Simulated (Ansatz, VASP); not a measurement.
**One calculation of TaN, two programs**

Contents of POSCAR:

```
TaN
1.0
    0.0000000000      2.1790013100      2.1790013100
    2.1790013100      0.0000000000      2.1790013100
    2.1790013100      2.1790013100      0.0000000000
Ta N
1 1
Direct
    0.5000000000      0.5000000000      0.5000000000
    0.0000000000      0.0000000000      0.0000000000
```

Contents of INCAR.step1:

```
SYSTEM = TaN
ALGO     = Normal         ! electronic algorithm
EDIFF    = 1E-4           ! SCF threshold, eV
ENCUT    = 520            ! plane-wave cutoff, eV
GGA      = PE             ! functional
ISMEAR   = -1             ! smearing method
LASPH    = .TRUE.         ! aspherical terms in the spheres
LCHARG   = .FALSE.        ! write CHGCAR
LREAL    = .FALSE.        ! projectors in reciprocal space
LWAVE    = .TRUE.         ! write WAVECAR
NBANDS   = 15             ! bands
NELM     = 80             ! most SCF steps
PREC     = Accurate       ! precision mode
SIGMA    = 0.05           ! smearing width, eV
```

Contents of INCAR.step2:

```
SYSTEM = TaN
ALGO     = Normal         ! electronic algorithm
EDIFF    = 1E-6           ! SCF threshold, eV
ENCUT    = 520            ! plane-wave cutoff, eV
ISIF     = 2              ! what is computed and relaxed
ISMEAR   = -1             ! smearing method
ISTART   = 1            
LASPH    = .TRUE.         ! aspherical terms in the spheres
LCHARG   = .FALSE.        ! write CHGCAR
LMIXTAU  = .TRUE.       
LREAL    = .FALSE.        ! projectors in reciprocal space
LWAVE    = .FALSE.        ! write WAVECAR
METAGGA  = R2SCAN         ! meta-GGA
NBANDS   = 15             ! bands
NELM     = 80             ! most SCF steps
PREC     = Accurate       ! precision mode
SIGMA    = 0.05           ! smearing width, eV
```

The input KPOINTS:

```
k-points
0
G
  10 10 10
  0 0 0
```

File input.yaml:

```yaml
crystal:
  lattice:
    - [0.0, 2.17900131, 2.17900131]
    - [2.17900131, 0.0, 2.17900131]
    - [2.17900131, 2.17900131, 0.0]
  atoms:
    - { symbol: Ta, position: [0.5, 0.5, 0.5] }
    - { symbol: "N", position: [0.0, 0.0, 0.0] }
hamiltonian:
  xc: r2scan
  pseudopotentials: { kind: paw }
kpoints:
  mp_grid: { grid: [10, 10, 10] }
  band_path:
    path:
      - [[0.0, 0.0, 0.0], [0.5, 0.0, 0.5], [0.5, 0.25, 0.75], [0.375, 0.375, 0.75], [0.0, 0.0, 0.0], [0.5, 0.5, 0.5], [0.625, 0.25, 0.625], [0.5, 0.25, 0.75], [0.5, 0.5, 0.5], [0.375, 0.375, 0.75]]
      - [[0.625, 0.25, 0.625], [0.5, 0.0, 0.5]]
    npoints: 14
scf:
  occupations: { method: fermi_dirac, width: 0.05 }
  n_extra_bands: 6
output:
  forces: true
  stress: true
  eigenvalues: true
  fatbands: true
```

Alike in both runs: functional r2SCAN; k mesh 10 × 10 × 10; occupations fermi-dirac, width 0.05 eV; no spin polarisation.

```csv
,VASP,Ansatz
version,VASP 6.6.1,Ansatz 0.2.0
potentials or method,"VASP PAW PBE potentials, release 64 (Ta_pv, N)",Ansatz PAW
plane-wave cutoff (eV),520,500
valence electrons in the cell,16,18
task,single point,band structure
```

|  | VASP | Ansatz | Ansatz less VASP |
| --- | --- | --- | --- |
| gap on the k mesh at the Fermi level (eV) | none | none | - |
| pressure (GPa) | 11.8 | 9.7 | -2.14 |

VASP's potentials were made for PBE, not for r2SCAN. A gap of «none» marks a metal or a gap that the smearing closes. VASP's potentials hold 16 valence electrons a cell and Ansatz's 18, so a difference there can come from the potentials and not from the codes.

Spin-orbit coupling is off throughout.
